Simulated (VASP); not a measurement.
Set up this calculation in VASP 6.6.1, as the native input.

```
Task                   : single point
Functional             : r2SCAN
Potentials or basis    : VASP PAW PBE potentials, release 64 (Fe)
Cutoff                 : 520 eV
k mesh                 : 16 × 16 × 8
Occupations            : fermi-dirac, width 0.05 eV
Spin                   : collinear spin, antiferromagnetic start
Starting moments       : [2.658, -2.658] μB
Dipole correction      : no
Further INCAR settings : ALGO = Normal; EDIFF = 1e-06; NBANDS = 19
```

Crystal: Fe.

```
Fe
1.0
     2.60645    0.00000    0.00000
    -1.30323    2.25725    0.00000
     0.00000    0.00000    4.45485
Fe
2
Direct
  0.33333 0.66667 0.25000
  0.66667 0.33333 0.75000
```

This isn't the form of Fe at room conditions, which is bcc.

One way to write it, as run:

POSCAR

```
Fe
1.0
    2.6064514130      0.0000000000      0.0000000000
   -1.3032257065      2.2572531374      0.0000000000
    0.0000000000      0.0000000000      4.4548467196
Fe
2
Direct
    0.3333333333      0.6666666667      0.2500000000
    0.6666666667      0.3333333333      0.7500000000
```

INCAR.step1

```
SYSTEM = Fe
  ALGO = Normal
  EDIFF = 1E-4
  ENCUT = 520
  GGA = PE
  ISMEAR = -1
  ISPIN = 2
  LASPH = .TRUE.
  LCHARG = .FALSE.
  LMAXMIX = 4
  LREAL = .FALSE.
  LWAVE = .TRUE.
  MAGMOM = 2.658 -2.658
  NBANDS = 19
  NELM = 150
  PREC = Accurate
  SIGMA = 0.05
```

INCAR.step2

```
SYSTEM = Fe
  ALGO = Normal
  EDIFF = 1E-6
  ENCUT = 520
  ISIF = 2
  ISMEAR = -1
  ISPIN = 2
  ISTART = 1
  LASPH = .TRUE.
  LCHARG = .FALSE.
  LMAXMIX = 4
  LMIXTAU = .TRUE.
  LORBIT = 11
  LREAL = .FALSE.
  LWAVE = .FALSE.
  MAGMOM = 2.658 -2.658
  METAGGA = R2SCAN
  NBANDS = 19
  NELM = 150
  PREC = Accurate
  SIGMA = 0.05
```

KPOINTS

```
k-points
0
G
  16 16 8
  0 0 0
```

Potentials or basis: VASP PAW PBE potentials, release 64 (Fe).

Command:

```sh
$ cat potpaw_PBE.64/Fe/POTCAR > POTCAR
$ cp INCAR.step1 INCAR
$ mpirun -np 1 vasp_std > vasp.out
$ cp INCAR.step2 INCAR
$ mpirun -np 1 vasp_std > vasp.out
```

Results of the run:

| Quantity | Value |
| --- | --- |
| Pressure | -12.2 GPa |
| Band gap on the k mesh | zero (filled and empty bands overlap) |
| Net moment | 0.00 μB per cell |
| Site moments | Fe +2.93, -2.93 μB |
| Valence electrons inside the program's atomic spheres | Fe 7.00 |

Caveat: the stress differs along the axes, from -14 to -8 GPa; the antiferromagnetic order is the one typed at the start, and another may lie lower; the PAW data sets were made with another functional, which shifts forces and pressure a little.

It took 17 min on 1 thread of Intel Xeon 8259CL, on a shared host, peak memory 0.23 GiB.
